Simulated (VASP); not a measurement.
# AlH4 (P-6m2) in VASP: notebook

AlH4 is run at these levels: PBE; tasks: relaxation of cell and atoms, single point.

Program: VASP 6.6.1. These are calculated values, not measurements. Logs are shortened: lines on timing, memory, paths and dates and some standing lists are left out, and cuts for length are marked.

## 1. The cell of the first run

Symmetry: P-6m2, No. 187, hexagonal system. Conventional cell: a = 3.107 Å, b = 3.107 Å, c = 6.790 Å, α = 90.00°, β = 90.00°, γ = 120.00°. Al (site symmetry -6m2) has 9 H at 1.79 to 2.33 Å within 2.4 Å. H (site symmetry -6m2) has 2 H at 1.91 Å within 2.5 Å. Within 2.0 Å of H (site symmetry 3m) lie 2 H at 1.48 to 1.91 Å. Within 2.0 Å of H (site symmetry -6m2) lie 2 H at 1.48 Å and 3 Al at 1.79 Å.

The cell was generated, and may not be a known phase.

## 2. Relaxation of cell and atoms, PBE

The input, INCAR:

```
SYSTEM = AlH4
ALGO = Normal
EDIFF = 1E-6
EDIFFG = -0.04
ENCUT = 600
GGA = PE
IBRION = 2
ISIF = 3
ISMEAR = 0
LASPH = .True.
LCHARG = .False.
LREAL = .False.
LWAVE = .False.
NELM = 80
NSW = 90
PREC = Accurate
SIGMA = 0.1
```

The input, KPOINTS:

```
k-points
0
Gamma
  6 6 4
  0 0 0
```

The input, POSCAR:

```
AlH4
1.0
    3.1069801200      0.0000000000      0.0000000000
   -1.5534900600      2.6907237100      0.0000000000
    0.0000000000      0.0000000000      6.7900305000
Al H
1 4
Direct
    0.3333333300      0.6666666700      0.0000000000
    0.6666666700      0.3333333300      0.5000000000
    0.6666666700      0.3333333300      0.2184312800
    0.6666666700      0.3333333300      0.7815687200
    0.6666666700      0.3333333300      0.0000000000
```

Potentials or basis: VASP PAW PBE potentials, release 64 (Al, H).

Command:

```sh
$ cat potpaw_PBE.64/Al/POTCAR potpaw_PBE.64/H/POTCAR > POTCAR
$ mpirun -np 1 vasp_std > vasp.out
```

OUTCAR:

```text
SYSTEM = AlH4
   EDIFF = 1E-6
   EDIFFG = -0.04
   ENCUT = 600
   GGA = PE
   IBRION = 2
   ISIF = 3
   ISMEAR = 0
   LASPH = .True.
   LREAL = .False.
   NELM = 80
   NSW = 90
   PREC = Accurate

 ion  position               nearest neighbor table
   1  0.333  0.667  0.000-   5 1.79   5 1.79   5 1.79
   2  0.667  0.333  0.500-
   3  0.667  0.333  0.218-
   4  0.667  0.333  0.782-
   5  0.667  0.333  0.000-   1 1.79   1 1.79   1 1.79

  LATTYP: Found a hexagonal cell.
 ALAT       =     3.1069801200
 C/A-ratio  =     2.1854116337

  Lattice vectors:

 A1 = (   3.1069801200,   0.0000000000,   0.0000000000)
 A2 = (  -1.5534900600,   2.6907237100,   0.0000000000)
 A3 = (   0.0000000000,   0.0000000000,   6.7900305000)

Analysis of symmetry for initial positions (statically):
=====================================================================
 Subroutine PRICEL returns:
 Original cell was already a primitive cell.

 Routine SETGRP: Setting up the symmetry group for a
 hexagonal supercell.

 Subroutine GETGRP returns: Found 12 space group operations
 (whereof 12 operations were pure point group operations)
 out of a pool of 24 trial point group operations.

The static configuration has the point symmetry D_3h.

Analysis of symmetry for dynamics (positions and initial velocities):
=====================================================================
 Subroutine PRICEL returns:
 Original cell was already a primitive cell.

 Routine SETGRP: Setting up the symmetry group for a
 hexagonal supercell.

 Subroutine GETGRP returns: Found 12 space group operations
 (whereof 12 operations were pure point group operations)
 out of a pool of 24 trial point group operations.

The dynamic configuration has the point symmetry D_3h.

 Subroutine INISYM returns: Found 12 space group operations
 (whereof 12 operations are pure point group operations),
 and found     1 'primitive' translations

----------------------------------------------------------------------------------------

                                     Primitive cell

  volume of cell :      56.7648

  direct lattice vectors                    reciprocal lattice vectors
     3.106980120  0.000000000  0.000000000     0.321855938  0.185823612  0.000000000
    -1.553490060  2.690723710  0.000000000     0.000000000  0.371647225  0.000000000
     0.000000000  0.000000000  6.790030500     0.000000000  0.000000000  0.147274743

  length of vectors
     3.106980120  3.106980117  6.790030500     0.371647225  0.371647225  0.147274743

  position of ions in fractional coordinates (direct lattice)
     0.333333330  0.666666670  0.000000000
     0.666666670  0.333333330  0.500000000
     0.666666670  0.333333330  0.218431280
     0.666666670  0.333333330  0.781568720
     0.666666670  0.333333330  0.000000000

  ion indices of the primitive-cell ions
   primitive index   ion index
                 1           1
                 2           2
                 3           3
                 4           4
                 5           5

----------------------------------------------------------------------------------------

 KPOINTS: k-points

Automatic generation of k-mesh.
 Grid dimensions read from file:
 generate k-points for:    6    6    4

 Generating k-lattice:

  Cartesian coordinates                     Fractional coordinates (reciprocal lattice)
     0.053642656  0.030970602  0.000000000     0.166666667 -0.000000000  0.000000000
     0.000000000  0.061941204  0.000000000     0.000000000  0.166666667  0.000000000
     0.000000000  0.000000000  0.036818686     0.000000000  0.000000000  0.250000000

  Length of vectors
     0.061941204  0.061941204  0.036818686

  Shift w.r.t. Gamma in fractional coordinates (k-lattice)
     0.000000000  0.000000000  0.000000000

 Subroutine IBZKPT returns following result:
 ===========================================

 Found     21 irreducible k-points:

 Following reciprocal coordinates:
            Coordinates               Weight
  0.000000  0.000000  0.000000      1.000000
  0.166667 -0.000000  0.000000      6.000000
  0.333333 -0.000000  0.000000      6.000000
  0.500000 -0.000000  0.000000      3.000000
  0.166667  0.166667  0.000000      6.000000
  0.333333  0.166667  0.000000     12.000000
[... 13 lines left out ...]
  0.333333  0.166667  0.500000     12.000000
  0.333333  0.333333  0.500000      2.000000
   k-points           NKPTS =     21   k-points in BZ     NKDIM =     21   number of bands    NBANDS=      7
   number of dos      NEDOS =    301   number of ions     NIONS =      5
   total plane-waves  NPLWV =  42336
   dimension x,y,z NGX =    28 NGY =   28 NGZ =   54
   dimension x,y,z NGXF=    56 NGYF=   56 NGZF=  108
   ions per type =               1   4
   NGX,Y,Z   is equivalent  to a cutoff of  14.98, 14.98, 13.22 a.u.
   NGXF,Y,Z  is equivalent  to a cutoff of  29.96, 29.96, 26.44 a.u.
 SYSTEM =  AlH4
   PREC   = accura    normal or accurate (medium, high low for compatibility)
   ISTART =      0    job   : 0-new  1-cont  2-samecut
   ICHARG =      2    charge: 1-file 2-atom 10-const
   ISPIN  =      1    spin polarized calculation?
   LNONCOLLINEAR =      F non collinear calculations
   LSORBIT =      F    spin-orbit coupling
   LASPH  =      T    aspherical Exc in radial PAW
   ENCUT  =  600.0 eV  44.10 Ry    6.64 a.u.   6.21  6.21 13.56*2*pi/ulx,y,z
   NELM   =     80;   NELMIN=  2; NELMDL= -5     # of ELM steps
   EDIFF  = 0.1E-05   stopping-criterion for ELM
   LREAL  =      F    real-space projection
   EDIFFG = -.4E-01   stopping-criterion for IOM
   NSW    =     90    number of steps for IOM
   IBRION =      2    ionic relax: 0-MD 1-quasi-New 2-CG
   NFREE  =      1    steps in history (QN), initial steepest desc. (CG)
   ISIF   =      3    stress and relaxation
   ISYM   =      2    0-nonsym 1-usesym 2-fastsym
   POTIM  = 0.5000    time-step for ionic-motion
   TEBEG  =    0.0;   TEEND  =   0.0 temperature during run
   PSTRESS=    0.0 pullay stress
   NELECT =       7.0000    total number of electrons
   NUPDOWN=      -1.0000    fix difference up-down
   EMIN   =  10.00;   EMAX   =-10.00  energy-range for DOS
   EFERMI =   0.00;   METHOD = LEGACY
   ISMEAR =     0;   SIGMA  =   0.10  broadening in eV -4-tet -1-fermi 0-gaus
   EFERMI_NEDOS =   21; number of points for ismear=-14 and -15
   IALGO  =     38    algorithm
   IMIX   =      4    mixing-type and parameters
     AMIX     =   0.40;   BMIX     =  1.00
     AMIX_MAG =   1.60;   BMIX_MAG =  1.00
  volume/ion in A,a.u.               =      11.35        76.61
  Fermi-wavevector in a.u.,A,eV,Ry     =   0.814856  1.539855  9.034145  0.663991
  Thomas-Fermi vector in A             =   1.924839
   LORBIT       =      0    0 simple, 1 ext, 2 COOP (PROOUT), +10 PAW based schemes
   GGA     = PE    functional components
   LHFCALC =     F    Hartree Fock is set to
   AEXX    =    0.0000 exact exchange contribution
   IVDW    =     0    specifies the selected vdW correction
   LEPSILON=     F    determine dielectric tensor
   LRPA    =     F    only Hartree local field effects (RPA)
 conjugate gradient relaxation of ions
 non-spin polarized calculation
 Gauss-broadening in eV      SIGMA  =   0.10
  energy-cutoff  :      600.00
  volume of cell :       56.76
 maximum number of plane-waves:      1917
 NGX is ok and might be reduce to    28
   NGX = 13   NGY = 13   NGZ = 27

--------------------------------------- Ionic step        1  -------------------------------------------

 number of electron       7.0000001 magnetization

 Free energy of the ion-electron system (eV)
  ---------------------------------------------------
  ext. energy  EPLUGINS =         0.00000000
  ---------------------------------------------------
  free energy    TOTEN  =       -11.63127505 eV

  energy without entropy =      -11.61723495  energy(sigma->0) =      -11.62425500

------------------------ aborting loop because EDIFF is reached ----------------------------------------

  FORCE on cell =-STRESS in cart. coord.  units (eV):
  Direction    XX          YY          ZZ          XY          YZ          ZX
  --------------------------------------------------------------------------------------
  -------------------------------------------------------------------------------------
  Total       -0.0710875     -0.0710875     -6.1367631      0.0000000     -0.0000000      0.0000000
  in kB       -2.0064324     -2.0064324   -173.2090715      0.0000000     -0.0000000      0.0000000
  external PRESSURE =     -59.0739788 kB  Pullay stress =       0.0000000 kB
[... 98 lines left out ...]
  FREE ENERGIE OF THE ION-ELECTRON SYSTEM (eV)
  ---------------------------------------------------
  free  energy   TOTEN  =       -13.2012533108 eV

  energy  without entropy=      -13.1903845512  energy(sigma->0) =      -13.19581893

 E-fermi :   7.7329     XC(G=0): -10.8739

 val. band max:        7.7265818393   @ k =   0.3333   0.1667   0.0000
 cond. band min:       7.7368019795   @ k =   0.3333  -0.0000   0.0000
 fundamental gap:      0.0102201402
 Fermi energy:         7.7329283583

 k-point     1 :       0.0000    0.0000    0.0000
  band No.  band energies     occupation
      1     -12.4287      2.00000
      2       5.4897      2.00000
      3       6.9559      2.00000
      4       6.9941      2.00000
      5      12.6866      0.00000
      6      12.6866      0.00000
      7      15.9664      0.00000
[... 191 lines left out ...]
 k-point    21 :       0.3333    0.3333    0.5000
  band No.  band energies     occupation
      1      -6.5807      2.00000
      2      -6.3292      2.00000
      3       6.7552      2.00000
      4       7.1727      2.00000
      5       7.8012      0.33458
      6       9.5883      0.00000
      7      20.7167      0.00000

[... ionic steps 4 to 19 ...]

--------------------------------------- Ionic step       20  -------------------------------------------

 number of electron       7.0000000 magnetization

------------------------ aborting loop because EDIFF is reached ----------------------------------------

  FORCE on cell =-STRESS in cart. coord.  units (eV):
  Direction    XX          YY          ZZ          XY          YZ          ZX
  --------------------------------------------------------------------------------------
  -------------------------------------------------------------------------------------
  Total       -0.1465479     -0.1465479     -0.1050768      0.0000000     -0.0000000      0.0000000
  in kB       -5.1064269     -5.1064269     -3.6613768      0.0000000     -0.0000000      0.0000000
  external PRESSURE =      -4.6247435 kB  Pullay stress =       0.0000000 kB
[... 63 lines left out ...]
  energy  without entropy=      -14.3657953113  energy(sigma->0) =      -14.36765981

--------------------------------------- Ionic step       22  -------------------------------------------

 number of electron       7.0000000 magnetization

 Free energy of the ion-electron system (eV)
  ---------------------------------------------------
  ext. energy  EPLUGINS =         0.00000000
  ---------------------------------------------------
  free energy    TOTEN  =       -14.37012482 eV

  energy without entropy =      -14.36661122  energy(sigma->0) =      -14.36836802

 E-fermi :   1.8433     XC(G=0):  -8.2552

 val. band max:        1.8021965710   @ k =   0.3333   0.3333   0.2500
 cond. band min:       1.8699181260   @ k =   0.1667   0.1667   0.5000
 fundamental gap:      0.0677215550
 Fermi energy:         1.8433457306

 k-point     1 :       0.0000    0.0000    0.0000
  band No.  band energies     occupation
      1      -9.2572      2.00000
      2      -5.2298      2.00000
      3      -2.5657      2.00000
      4       6.9204      0.00000
      5       8.0597      0.00000
      6      11.3399      0.00000
      7      11.5332      0.00000
[... 230 lines left out ...]
  FREE ENERGIE OF THE ION-ELECTRON SYSTEM (eV)
  ---------------------------------------------------
  free  energy   TOTEN  =       -14.3701248212 eV

  energy  without entropy=      -14.3666112153  energy(sigma->0) =      -14.36836802

 reached required accuracy - stopping structural energy minimisation
```

Wall time 1.9 min (1 thread of Intel Xeon Platinum 8559C (Emerald Rapids), shared host); peak memory 0.2 GiB.

What came out:

| Item | Value |
| --- | --- |
| Free energy | -14.3701 eV |
| Relaxed volume | 9.01 Å³/atom |
| Relaxed cell | a = 3.040 Å, b = 3.040 Å, c = 5.626 Å, α = 90.00°, β = 90.00°, γ = 120.00° |
| Space group after relaxing (to 0.1 Å) | P-6m2 (No. 187) |
| Pressure after relaxing | 0.1 GPa |
| Largest force after relaxing | 0.008 eV/Å |
| Band gap on the k mesh | zero (an odd number of electrons rules out a gap without spin polarisation) |

Forces in eV/Å, atoms in the order of the input:
```
Al   0.000  0.000  0.000
H    0.000  0.000  0.000
H    0.000  0.000 -0.008
H    0.000  0.000  0.008
H    0.000  0.000  0.000
```

Stress tensor (GPa, compression positive):
```
 0.17  0.00  0.00
 0.00  0.17  0.00
 0.00  0.00 -0.01
```

Final structure:
```
Al H
1.0
     3.04049    0.00000    0.00000
    -1.52024    2.63314    0.00000
     0.00000    0.00000    5.62624
Al H
1 4
Direct
  0.33333 0.66667 0.00000
  0.66667 0.33333 0.50000
  0.66667 0.33333 0.32571
  0.66667 0.33333 0.67429
  0.66667 0.33333 0.00000
```

Caveat: the k points lie up to 0.40 Å⁻¹ apart in the final cell, too coarse for converged energies and pressures of a metal; the volume moved by over 15 % at a fixed basis, so the end points are rough.

## 3. Single point, PBE

This run uses another cell than the first one, of 9.10 Å³/atom.

The input, INCAR:

```
PREC = Accurate ; ENCUT = 520
EDIFF = 1E-6 ; ISMEAR = 0
SIGMA = 0.1 ; LREAL = False
LASPH = True ; NELM = 80
ALGO = Normal ; ISIF = 2
LWAVE = False ; LCHARG = False
GGA = PE ; NBANDS = 12
```

The input, KPOINTS:

```
Automatic mesh
0
Gamma
  12 12 8
```

The input, POSCAR:

```
AlH4
1.0
    3.0408285930      0.0000000000      0.0000000000
   -1.5204142965      2.6334348101      0.0000000000
    0.0000000000      0.0000000000      5.6799900039
Al H
1 4
Direct
    0.3333333333      0.6666666667      0.0000000000
    0.6666666667      0.3333333333      0.5000000000
    0.6666666667      0.3333333333      0.3274406656
    0.6666666667      0.3333333333      0.6725593344
    0.6666666667      0.3333333333      0.0000000000
```

Potentials or basis: VASP PAW PBE potentials, release 64 (Al, H).

Command:

```sh
$ cat potpaw_PBE.64/Al/POTCAR potpaw_PBE.64/H/POTCAR > POTCAR
$ mpirun -np 1 vasp_std > vasp.out
```

Wall time 24 s (1 thread of Intel Xeon Platinum 8559C (Emerald Rapids), shared host); peak memory 0.18 GiB.

It converged, with:

* Free energy: -14.2752 eV
* Pressure: -0.2 GPa
* Largest force: 0.005 eV/Å
* Band gap on the k mesh: zero (an odd number of electrons rules out a gap without spin polarisation)

Forces in eV/Å, atoms in the order of the input:
```
Al   0.000  0.000  0.000
H    0.000  0.000  0.000
H    0.000  0.000  0.005
H    0.000  0.000 -0.005
H    0.000  0.000  0.000
```

Levels at points of the mesh, in eV from the Fermi level:
| k point | band 1 | band 2 | band 3 | band 4 | band 5 | band 6 | band 7 |
| --- | --- | --- | --- | --- | --- | --- | --- |
| (0.00, 0.00, 0.00) | -11.05 | -7.11 | -4.37 | 5.02 | 6.00 | 9.51 | 9.51 |
| (0.50, 0.00, 0.00) | -8.22 | -5.47 | -3.00 | -1.50 | 3.05 | 4.94 | 5.62 |
| (0.00, 0.00, 0.50) | -10.72 | -8.47 | -0.96 | 0.40 | 6.51 | 9.57 | 9.57 |
| (0.50, 0.00, 0.50) | -7.59 | -6.83 | -2.90 | 0.83 | 1.88 | 4.50 | 5.66 |

(Continued in part 2 of 2.)

The gap in the log of VASP goes by the Fermi energy; the results here count the filled bands.